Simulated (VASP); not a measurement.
Set up this calculation in VASP 6.6.1, as the native input.

- Task: single point
- Functional: r2SCAN
- Potentials or basis: VASP PAW PBE potentials, release 64 (As)
- Cutoff: 520 eV
- k mesh: 7 × 7 × 7
- Occupations: gaussian, width 0.1 eV
- Spin: no spin polarisation
- Dipole correction: no
- Further INCAR settings: ALGO = Normal; EDIFF = 1e-06; NBANDS = 12

The system is As.

```
As
1.0
     0.00000    3.04014    3.04014
     3.04014    0.00000    3.04014
     3.04014    3.04014    0.00000
As
2
Cartesian
  0.0000 0.0000 0.0000
  1.5201 1.5201 1.5201
```

This isn't the form of As at room conditions, which is rhombohedral.

These files were run (other wordings do the same):

POSCAR

```
As
1.0
    0.0000000000      3.0401418161      3.0401418161
    3.0401418161      0.0000000000      3.0401418161
    3.0401418161      3.0401418161      0.0000000000
As
2
Direct
    0.0000000000      0.0000000000      0.0000000000
    0.2500000000      0.2500000000      0.2500000000
```

INCAR.step1

```
ALGO = Normal
EDIFF = 1E-4
ENCUT = 520
GGA = PE
ISMEAR = 0
LASPH = T
LCHARG = F
LREAL = F
LWAVE = T
NBANDS = 12
NELM = 80
PREC = Accurate
SIGMA = 0.1
```

INCAR.step2

```
ALGO = Normal
EDIFF = 1E-6
ENCUT = 520
ISIF = 2
ISMEAR = 0
ISTART = 1
LASPH = T
LCHARG = F
LMIXTAU = T
LREAL = F
LWAVE = F
METAGGA = R2SCAN
NBANDS = 12
NELM = 80
PREC = Accurate
SIGMA = 0.1
```

KPOINTS

```
k-points
0
Gamma
  7 7 7
```

Potentials or basis: VASP PAW PBE potentials, release 64 (As).

Command:

```sh
$ cat potpaw_PBE.64/As/POTCAR > POTCAR
$ cp INCAR.step1 INCAR
$ mpirun -np 1 vasp_std > vasp.out
$ cp INCAR.step2 INCAR
$ mpirun -np 1 vasp_std > vasp.out
```

Results of the run:

The pressure is 0.0 GPa. The band gap on the k mesh is zero (bands 5 and 6 overlap by 0.67 eV).

Caveat: the PAW data sets were made with another functional, which shifts forces and pressure a little.

Wall time 15 s on 1 thread of Intel(R) Xeon(R) 6975P-C (Granite Rapids), with other jobs on the host, peak memory 0.18 GiB.
